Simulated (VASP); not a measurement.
Wanted: the native input for a VASP 6.6.1 run.

| Item | Value |
| --- | --- |
| Task | single point |
| Functional | PBE |
| Potentials or basis | VASP PAW PBE potentials, release 64 (Si, Ge_d, O) |
| Cutoff | 600 eV |
| k mesh | 2 × 2 × 2, shifted |
| Occupations | fermi-dirac, width 0.05 eV |
| Spin | no spin polarisation |
| Dipole correction | no |
| Further INCAR settings | ALGO = Normal; EDIFF = 1e-06; NBANDS = 54 |

The structure of SiGeO4 lies in POSCAR:

```
SiGeO4
1.0
    4.2971250000      0.0000000000      0.0000000000
    0.0000000000      4.2971250000      0.0000000000
    0.0000000000      0.0000000000      5.5381150000
Si Ge O
2 2 8
Direct
    0.0004660000      0.0096240000      0.0043320000
    0.4965450000      0.4841340000      0.7517470000
    0.0008400000      0.9921990000      0.5006660000
    0.4979930000      0.5110110000      0.2569350000
    0.2919630000      0.3050600000      0.9935740000
    0.3042690000      0.3023710000      0.5173930000
    0.6937620000      0.6887220000      0.0028600000
    0.7128600000      0.6970780000      0.5046840000
    0.1903150000      0.8023460000      0.2421490000
    0.1989640000      0.8159880000      0.7604020000
    0.8084460000      0.1965640000      0.2511500000
    0.8147250000      0.1943850000      0.7593910000
```

These files were run (other wordings do the same):

INCAR

```
PREC = Accurate
ENCUT = 600
EDIFF = 1E-6
ISMEAR = -1
SIGMA = 0.05
LREAL = F
LASPH = T
NELM = 120
ALGO = Normal
ISIF = 2
LWAVE = F
LCHARG = F
GGA = PE
NBANDS = 54
GGA_COMPAT = F
```

KPOINTS

```
Automatic mesh
0
Gamma
  2 2 2
  0.5 0.5 0.5
```

Potentials or basis: VASP PAW PBE potentials, release 64 (Si, Ge_d, O).

The run is started by

```bash
$ cat potpaw_PBE.64/Si/POTCAR potpaw_PBE.64/Ge_d/POTCAR potpaw_PBE.64/O/POTCAR > POTCAR
$ mpirun -np 1 vasp_std > vasp.out
```

Results of the run:

The pressure is 12.2 GPa and the largest force is 3.850 eV/Å. The band gap on the k mesh is 5.51 eV, indirect (the least direct gap lies 4.5 meV higher).

Caveat: the k points lie up to 0.73 Å⁻¹ apart; forces of over 1 eV/Å act on the atoms, so gaps and moduli don't describe the material at rest.

It took 41 s on 1 thread of Intel(R) Xeon(R) 6975P-C (Granite Rapids), with other jobs on the host, peak memory 0.24 GiB.
